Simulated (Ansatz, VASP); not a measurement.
Two plane-wave programs on NiO2

INCAR

```
PREC = Accurate ; ENCUT = 700
EDIFF = 1E-6 ; ISMEAR = 0
SIGMA = 0.05 ; LREAL = F
LASPH = T ; NELM = 120
ALGO = Normal ; ISIF = 2
LWAVE = F ; LCHARG = T
GGA = CA ; LELF = T
LVHAR = T ; NBANDS = 22
GGA_COMPAT = F
```

File KPOINTS:

```
regular mesh
0
Gamma
  12 12 6
```

The input POSCAR:

```
NiO2
1.0
    2.7239885620      0.0000000000      0.0000000000
   -1.3619942810      2.3590432943      0.0000000000
    0.0000000000      0.0000000000      4.3267834318
Ni O
1 2
Direct
    0.0000000000      0.0000000000      0.5000000000
    0.6666666667      0.3333333333      0.6829609091
    0.3333333333      0.6666666667      0.3170390909
```

Input for Ansatz:

```yaml
crystal:
  lattice:
    - [2.723988562, 0.0, 0.0]
    - [-1.361994281, 2.3590432943, 0.0]
    - [0.0, 0.0, 4.3267834318]
  atoms:
    - { symbol: Ni, position: [0.0, 0.0, 0.5] }
    - { symbol: O, position: [0.6666666667, 0.3333333333, 0.6829609091] }
    - { symbol: O, position: [0.3333333333, 0.6666666667, 0.3170390909] }
basis:
  ecutwfc: 520.0
kpoints:
  mp_grid: { grid: [12, 12, 6] }
hamiltonian:
  xc: lda
  pseudopotentials: { kind: paw }
scf:
  occupations: { method: gaussian, width: 0.05 }
output:
  forces: true
  stress: true
  eigenvalues: true
```

Alike in both runs: task single point; functional LDA; k mesh 12 × 12 × 6; occupations gaussian, width 0.05 eV; no spin polarisation.

```csv
,VASP,Ansatz
version,VASP 6.6.1,Ansatz 0.2.0
potentials or method,"VASP PAW LDA potentials, release 64 (Ni_sv_GW, O), cutoff 700 eV","scalar-relativistic, plane waves, PAW"
valence electrons in the cell,30,30
```

|  | VASP | Ansatz | Ansatz less VASP |
| --- | --- | --- | --- |
| gap on the k mesh at the Fermi level (eV) | 0.87 | 0.89 | +0.019 |
| least direct gap on the mesh (eV) | 1.50 | 1.52 | +0.014 |
| rms of the force components (eV/Å) | 1.723 | 1.657 | -0.0659 |

LDA's correlation is that of Perdew and Zunger in VASP and of Perdew and Wang (1992) in Ansatz. Atom by atom the forces differ by 0.066 eV/Å (rms over components).
